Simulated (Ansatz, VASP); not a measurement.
# Be in VASP and in Ansatz

```
Be
1.0
     2.28917    0.00000    0.00000
    -1.14459    1.98248    0.00000
     0.00000    0.00000    7.25994
Be
4
Direct
  0.00000 0.00000 0.00000
  0.00000 0.00000 0.50000
  0.33333 0.66667 0.25000
  0.66667 0.33333 0.75000
```

Alike in both runs: task single point; functional BLYP; k mesh 18 × 18 × 5; occupations fermi-dirac, width 0.1 eV; no spin polarisation.

|  | VASP | Ansatz |
| --- | --- | --- |
| version | VASP 6.6.1 | Ansatz 0.2.0 |
| potentials or method | VASP PAW PBE potentials, release 64 (Be), cutoff 520 eV | plane waves (420 eV) with PAW, scalar-relativistic |
| valence electrons in the cell | 8 | 8 |

VASP gave:

```
pressure (GPa)                                                : -4.3
traceless stress, the component that is largest in VASP (GPa) : 0.08
```

Q: Estimate Ansatz's values.

A: Pressure (GPa): -4.4; traceless stress, the component that is largest in VASP (GPa): 0.15.

VASP's potentials were made for PBE, not for BLYP. The functional is the same, so the differences come from potentials, cutoffs and numerics.
